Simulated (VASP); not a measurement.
CoO, 2 atoms in the cell. Symmetry: R3m, No. 160, trigonal system. Conventional cell: a = 3.183 Å, b = 3.183 Å, c = 7.648 Å, α = 90.00°, β = 90.00°, γ = 120.00°. Co (site symmetry 3m) has 4 O at 1.90 to 1.95 Å within 2.5 Å. Within 2.5 Å of O (site symmetry 3m) lie 4 Co at 1.90 to 1.95 Å. 

- Program: VASP 6.6.1
- Task: single point
- Functional: PBEsol
- Potentials or basis: VASP PAW PBE potentials, release 64 (Co_sv, O_h)
- Cutoff: 1340 eV
- k mesh: 10 × 10 × 10
- Occupations: fermi-dirac, width 0.05 eV
- Spin: collinear spin, ferromagnetic start
- Starting moments: [2.0, 0.0] μB
- Dipole correction: no
- Further INCAR settings: ALGO = Normal; EDIFF = 1e-06; NBANDS = 22

Potentials or basis: VASP PAW PBE potentials, release 64 (Co_sv, O_h).

Command:

```console
$ cat potpaw_PBE.64/Co_sv/POTCAR potpaw_PBE.64/O_h/POTCAR > POTCAR
$ mpirun -np 1 vasp_std > vasp.out
```

Hardware: 1 thread of Intel(R) Xeon(R) Platinum 8488C (Sapphire Rapids) (shared host).

Q: Estimate the wall time of this run.

A: It took 11 min on 1 thread of Intel(R) Xeon(R) Platinum 8488C (Sapphire Rapids), on a shared host, peak memory 0.53 GiB. Counts: scf iterations 14, k points 116.
